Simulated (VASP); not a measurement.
# LiBr (Fm-3m) in VASP: notebook

The runs below take LiBr through single point, with PBE.

All numbers are computed with VASP 6.6.1; they aren't measurements. Logs are shortened: lines on timing, memory, paths and dates and some standing lists are left out, and cuts for length are marked.

## Step 1: The cell of the first run

It takes space group Fm-3m (No. 225, cubic). Conventional cell: a = 5.501 Å, b = 5.501 Å, c = 5.501 Å, α = 90.00°, β = 90.00°, γ = 90.00°. Within 3.6 Å of Li (site symmetry m-3m) lie 6 Br at 2.75 Å. Within 3.6 Å of Br (site symmetry m-3m) lie 6 Li at 2.75 Å.

## Step 2: Single point, PBE

The input, INCAR:

```
PREC = Accurate
ENCUT = 750
EDIFF = 1E-6
ISMEAR = -1
SIGMA = 0.1
LREAL = F
LASPH = T
NELM = 120
ALGO = Normal
ISIF = 2
LWAVE = F
LCHARG = F
GGA = PE
NBANDS = 12
GGA_COMPAT = F
```

The input, KPOINTS:

```
Automatic mesh
0
Gamma
  6 6 6
```

The input, POSCAR:

```
LiBr
1.0
    0.0000000000      2.7506500000      2.7506500000
    2.7506500000      0.0000000000      2.7506500000
    2.7506500000      2.7506500000      0.0000000000
Li Br
1 1
Direct
    0.0000000000      0.0000000000      0.0000000000
    0.5000000000      0.5000000000      0.5000000000
```

Potentials or basis: VASP PAW PBE potentials, release 64 (Li_sv, Br).

The run is started by

```bash
> cat potpaw_PBE.64/Li_sv/POTCAR potpaw_PBE.64/Br/POTCAR > POTCAR
> mpirun -np 1 vasp_std > vasp.out
```

OUTCAR:

```text
PREC = Accurate
   ENCUT = 750
   EDIFF = 1E-6
   ISMEAR = -1
   LREAL = F
   LASPH = T
   NELM = 120
   ISIF = 2
   GGA = PE

 ion  position               nearest neighbor table
   1  0.000  0.000  0.000-
   2  0.500  0.500  0.500-

  LATTYP: Found a face centered cubic cell.
 ALAT       =     5.5013000000

  Lattice vectors:

 A1 = (   0.0000000000,   2.7506500000,   2.7506500000)
 A2 = (   2.7506500000,   0.0000000000,   2.7506500000)
 A3 = (   2.7506500000,   2.7506500000,   0.0000000000)

Analysis of symmetry for initial positions (statically):
=====================================================================
 Subroutine PRICEL returns:
 Original cell was already a primitive cell.

 Routine SETGRP: Setting up the symmetry group for a
 face centered cubic supercell.

 Subroutine GETGRP returns: Found 48 space group operations
 (whereof 48 operations were pure point group operations)
 out of a pool of 48 trial point group operations.

The static configuration has the point symmetry O_h .

Analysis of symmetry for dynamics (positions and initial velocities):
=====================================================================
 Subroutine PRICEL returns:
 Original cell was already a primitive cell.

 Routine SETGRP: Setting up the symmetry group for a
 face centered cubic supercell.

 Subroutine GETGRP returns: Found 48 space group operations
 (whereof 48 operations were pure point group operations)
 out of a pool of 48 trial point group operations.

The dynamic configuration has the point symmetry O_h .

 Subroutine INISYM returns: Found 48 space group operations
 (whereof 48 operations are pure point group operations),
 and found     1 'primitive' translations

----------------------------------------------------------------------------------------

                                     Primitive cell

  volume of cell :      41.6233

  direct lattice vectors                    reciprocal lattice vectors
     0.000000000  2.750650000  2.750650000    -0.181775217  0.181775217  0.181775217
     2.750650000  0.000000000  2.750650000     0.181775217 -0.181775217  0.181775217
     2.750650000  2.750650000  0.000000000     0.181775217  0.181775217 -0.181775217

  length of vectors
     3.890006535  3.890006535  3.890006535     0.314843911  0.314843911  0.314843911

  position of ions in fractional coordinates (direct lattice)
     0.000000000  0.000000000  0.000000000
     0.500000000  0.500000000  0.500000000

  ion indices of the primitive-cell ions
   primitive index   ion index
                 1           1
                 2           2

----------------------------------------------------------------------------------------

 KPOINTS: Automatic mesh

Automatic generation of k-mesh.
 Grid dimensions read from file:
 generate k-points for:    6    6    6

 Generating k-lattice:

  Cartesian coordinates                     Fractional coordinates (reciprocal lattice)
    -0.030295869  0.030295869  0.030295869     0.166666667  0.000000000  0.000000000
     0.030295869 -0.030295869  0.030295869     0.000000000  0.166666667  0.000000000
     0.030295869  0.030295869 -0.030295869     0.000000000  0.000000000  0.166666667

  Length of vectors
     0.052473985  0.052473985  0.052473985

  Shift w.r.t. Gamma in fractional coordinates (k-lattice)
     0.000000000  0.000000000  0.000000000

 Subroutine IBZKPT returns following result:
 ===========================================

 Found     16 irreducible k-points:

 Following reciprocal coordinates:
            Coordinates               Weight
  0.000000  0.000000  0.000000      1.000000
  0.166667  0.000000  0.000000      8.000000
  0.333333  0.000000  0.000000      8.000000
  0.500000  0.000000  0.000000      4.000000
  0.166667  0.166667  0.000000      6.000000
  0.333333  0.166667  0.000000     24.000000
[... 8 lines left out ...]
 -0.333333  0.333333  0.166667     24.000000
 -0.333333  0.500000  0.166667     12.000000
   k-points           NKPTS =     16   k-points in BZ     NKDIM =     16   number of bands    NBANDS=     12
   number of dos      NEDOS =    301   number of ions     NIONS =      2
   total plane-waves  NPLWV =  46656
   dimension x,y,z NGX =    36 NGY =   36 NGZ =   36
   dimension x,y,z NGXF=    72 NGYF=   72 NGZF=   72
   ions per type =               1   1
   NGX,Y,Z   is equivalent  to a cutoff of  15.39, 15.39, 15.39 a.u.
   NGXF,Y,Z  is equivalent  to a cutoff of  30.77, 30.77, 30.77 a.u.
 SYSTEM =  unknown system
   PREC   = accura    normal or accurate (medium, high low for compatibility)
   ISTART =      0    job   : 0-new  1-cont  2-samecut
   ICHARG =      2    charge: 1-file 2-atom 10-const
   ISPIN  =      1    spin polarized calculation?
   LNONCOLLINEAR =      F non collinear calculations
   LSORBIT =      F    spin-orbit coupling
   LASPH  =      T    aspherical Exc in radial PAW
   ENCUT  =  750.0 eV  55.12 Ry    7.42 a.u.   8.69  8.69  8.69*2*pi/ulx,y,z
   NELM   =    120;   NELMIN=  2; NELMDL= -5     # of ELM steps
   EDIFF  = 0.1E-05   stopping-criterion for ELM
   LREAL  =      F    real-space projection
   EDIFFG = 0.1E-04   stopping-criterion for IOM
   NSW    =      0    number of steps for IOM
   IBRION =     -1    ionic relax: 0-MD 1-quasi-New 2-CG
   NFREE  =      0    steps in history (QN), initial steepest desc. (CG)
   ISIF   =      2    stress and relaxation
   ISYM   =      2    0-nonsym 1-usesym 2-fastsym
   POTIM  = 0.5000    time-step for ionic-motion
   TEBEG  =    0.0;   TEEND  =   0.0 temperature during run
   PSTRESS=    0.0 pullay stress
   NELECT =      10.0000    total number of electrons
   NUPDOWN=      -1.0000    fix difference up-down
   EMIN   =  10.00;   EMAX   =-10.00  energy-range for DOS
   EFERMI =   0.00;   METHOD = LEGACY
   ISMEAR =    -1;   SIGMA  =   0.10  broadening in eV -4-tet -1-fermi 0-gaus
   EFERMI_NEDOS =   21; number of points for ismear=-14 and -15
   IALGO  =     38    algorithm
   IMIX   =      4    mixing-type and parameters
     AMIX     =   0.40;   BMIX     =  1.00
     AMIX_MAG =   1.60;   BMIX_MAG =  1.00
  volume/ion in A,a.u.               =      20.81       140.44
  Fermi-wavevector in a.u.,A,eV,Ry     =   1.017723  1.923217 14.092366  1.035760
  Thomas-Fermi vector in A             =   2.151140
   LORBIT       =      0    0 simple, 1 ext, 2 COOP (PROOUT), +10 PAW based schemes
   GGA     = PE    functional components
   LHFCALC =     F    Hartree Fock is set to
   AEXX    =    0.0000 exact exchange contribution
   IVDW    =     0    specifies the selected vdW correction
   LEPSILON=     F    determine dielectric tensor
   LRPA    =     F    only Hartree local field effects (RPA)
 non-spin polarized calculation
  energy-cutoff  :      750.00
  volume of cell :       41.62
 maximum number of plane-waves:      1964
   NGX = 17   NGY = 17   NGZ = 17

 number of electron      10.0000001 magnetization

 Free energy of the ion-electron system (eV)
  ---------------------------------------------------
  ext. energy  EPLUGINS =         0.00000000
  ---------------------------------------------------
  free energy    TOTEN  =        -6.64112778 eV

  energy without entropy =       -6.64112778  energy(sigma->0) =       -6.64112778

 E-fermi :   2.5011     XC(G=0):  -8.4253

 val. band max:        0.3110621299   @ k =   0.0000   0.0000   0.0000
 cond. band min:       5.2526756813   @ k =   0.0000   0.0000   0.0000
 fundamental gap:      4.9416135514
 Fermi energy:         2.5011005763

 k-point     1 :       0.0000    0.0000    0.0000
  band No.  band energies     occupation
      1     -44.0870      2.00000
      2     -13.1208      2.00000
      3       0.3111      2.00000
      4       0.3111      2.00000
      5       0.3111      2.00000
      6       5.2527      0.00000
      7      10.8115      0.00000
      8      10.8115      0.00000
      9      10.8115      0.00000
     10      12.5514      0.00000
     11      12.5514      0.00000
     12      12.5514      0.00000

 k-point     2 :       0.1667    0.0000    0.0000
  band No.  band energies     occupation
      1     -44.0867      2.00000
      2     -13.0117      2.00000
      3      -0.6261      2.00000
      4       0.2399      2.00000
      5       0.2399      2.00000
      6       6.0309      0.00000
      7       9.8819      0.00000
      8      10.2714      0.00000
      9      10.2714      0.00000
     10      11.8877      0.00000
     11      11.8877      0.00000
     12      13.0437      0.00000

 k-point     3 :       0.3333    0.0000    0.0000
  band No.  band energies     occupation
      1     -44.0862      2.00000
      2     -12.7769      2.00000
      3      -1.9947      2.00000
      4       0.1095      2.00000
      5       0.1095      2.00000
      6       6.1786      0.00000
      7       8.9089      0.00000
      8       8.9089      0.00000
      9      10.8305      0.00000
     10      13.5883      0.00000
     11      13.7648      0.00000
     12      13.7648      0.00000

 k-point     4 :       0.5000    0.0000    0.0000
  band No.  band energies     occupation
      1     -44.0860      2.00000
      2     -12.6498      2.00000
      3      -2.5651      2.00000
      4       0.0496      2.00000
      5       0.0496      2.00000
      6       5.9360      0.00000
      7       8.4166      0.00000
      8       8.4166      0.00000
      9      12.0638      0.00000
     10      14.3458      0.00000
     11      16.0537      0.00000
     12      16.0537      0.00000

 k-point     5 :       0.1667    0.1667    0.0000
  band No.  band energies     occupation
      1     -44.0867      2.00000
      2     -12.9737      2.00000
      3      -0.5567      2.00000
      4      -0.0109      2.00000
      5      -0.0109      2.00000
      6       6.5736      0.00000
      7       9.3805      0.00000
      8       9.3980      0.00000
      9      10.9728      0.00000
     10      10.9728      0.00000
     11      13.9456      0.00000
     12      14.1072      0.00000
[... 108 lines left out ...]
      1     -44.0857      2.00000
      2     -12.4596      2.00000
      3      -2.5660      2.00000
      4      -0.8246      2.00000
      5      -0.8246      2.00000
      6       6.5571      0.00000
      7       7.4254      0.00000
      8      11.9340      0.00000
      9      12.7464      0.00000
     10      12.7464      0.00000
     11      16.0404      0.00000
     12      17.7827      0.00000

 k-point    14 :       0.5000    0.3333    0.1667
  band No.  band energies     occupation
      1     -44.0859      2.00000
      2     -12.6033      2.00000
      3      -1.9815      2.00000
      4      -1.0822      2.00000
      5      -0.3455      2.00000
      6       7.8681      0.00000
      7       8.3823      0.00000
      8       8.8926      0.00000
      9      10.7968      0.00000
     10      12.6628      0.00000
     11      16.1445      0.00000
     12      16.4646      0.00000

 k-point    15 :      -0.3333    0.3333    0.1667
  band No.  band energies     occupation
      1     -44.0857      2.00000
      2     -12.5123      2.00000
      3      -2.0952      2.00000
      4      -1.4493      2.00000
      5      -0.5195      2.00000
      6       7.9860      0.00000
      7       8.1973      0.00000
      8      10.0040      0.00000
      9      10.4019      0.00000
     10      13.5292      0.00000
     11      14.2882      0.00000
     12      17.2587      0.00000

 k-point    16 :      -0.3333    0.5000    0.1667
  band No.  band energies     occupation
      1     -44.0856      2.00000
      2     -12.4630      2.00000
      3      -2.2183      2.00000
      4      -1.3721      2.00000
      5      -0.8262      2.00000
      6       7.4628      0.00000
      7       8.6252      0.00000
      8      10.0933      0.00000
      9      10.8531      0.00000
     10      13.4116      0.00000
     11      15.5718      0.00000
     12      17.5491      0.00000

------------------------ aborting loop because EDIFF is reached ----------------------------------------

  FORCE on cell =-STRESS in cart. coord.  units (eV):
  Direction    XX          YY          ZZ          XY          YZ          ZX
  --------------------------------------------------------------------------------------
  -------------------------------------------------------------------------------------
  Total        0.0242720      0.0242720      0.0242720     -0.0000000     -0.0000000      0.0000000
  in kB        0.9342878      0.9342878      0.9342878     -0.0000000     -0.0000000      0.0000000
  external PRESSURE =       0.9342878 kB  Pullay stress =       0.0000000 kB

 VOLUME and BASIS-vectors are now :
 -----------------------------------------------------------------------------
  energy-cutoff  :      750.00
  volume of cell :       41.62
      direct lattice vectors                 reciprocal lattice vectors
     0.000000000  2.750650000  2.750650000    -0.181775217  0.181775217  0.181775217
     2.750650000  0.000000000  2.750650000     0.181775217 -0.181775217  0.181775217
     2.750650000  2.750650000  0.000000000     0.181775217  0.181775217 -0.181775217

 POSITION                                       TOTAL-FORCE (eV/Angst)
 -----------------------------------------------------------------------------------
      0.00000      0.00000      0.00000        -0.000000      0.000000      0.000000
      2.75065      2.75065      2.75065         0.000000     -0.000000     -0.000000
 -----------------------------------------------------------------------------------
    total drift:                                0.000000      0.000000      0.000000

  FREE ENERGIE OF THE ION-ELECTRON SYSTEM (eV)
  ---------------------------------------------------
  free  energy   TOTEN  =        -6.6411277831 eV

  energy  without entropy=       -6.6411277830  energy(sigma->0) =       -6.64112778
```

It took 6.8 s on 1 thread of Intel Xeon 6975P-C (Granite Rapids), shared host; peak memory 0.2 GiB.

What came out:

- Free energy: -6.6411 eV
- Pressure: 0.1 GPa
- Band gap on the k mesh: 4.94 eV, direct

(Part 1 of 2 ends here.)
